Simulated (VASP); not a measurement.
A run of VASP 6.6.1 is set up as follows.

The input POSCAR:

```
Ni
1.0
    0.0000000000      1.7672500000      1.7672500000
    1.7672500000      0.0000000000      1.7672500000
    1.7672500000      1.7672500000      0.0000000000
Ni
1
Direct
    0.0000000000      0.0000000000      0.0000000000
```

File INCAR.step1:

```
  PREC = Accurate
  ENCUT = 520
  ISMEAR = -1
  SIGMA = 0.003
  LREAL = F
  LASPH = T
  NELM = 150
  ISPIN = 2
  MAGMOM = 2
  LMAXMIX = 4
  NBANDS = 15
  GGA = PE
  ALGO = Normal
  EDIFF = 1E-4
  LWAVE = T
  LCHARG = F
```

Contents of INCAR.step2:

```
  PREC = Accurate
  ENCUT = 520
  EDIFF = 1E-6
  ISMEAR = -1
  SIGMA = 0.003
  LREAL = F
  LASPH = T
  NELM = 150
  ALGO = Normal
  ISIF = 2
  LWAVE = F
  LCHARG = F
  ISPIN = 2
  MAGMOM = 2
  LORBIT = 11
  LMAXMIX = 4
  METAGGA = R2SCAN
  LMIXTAU = T
  NBANDS = 15
  ISTART = 1
```

File KPOINTS:

```
regular mesh
0
Gamma
  14 14 14
```

Potentials or basis: VASP PAW PBE potentials, release 64 (Ni).

The run is started by

```bash
$ cat potpaw_PBE.64/Ni/POTCAR > POTCAR
$ cp INCAR.step1 INCAR
$ mpirun -np 1 vasp_std > vasp.out
$ cp INCAR.step2 INCAR
$ mpirun -np 1 vasp_std > vasp.out
```

Predict the pressure.

-8.8 GPa.

Predict the net moment.

0.75 μB per cell.

Caveat: the PAW data sets were made with another functional, which shifts forces and pressure a little.
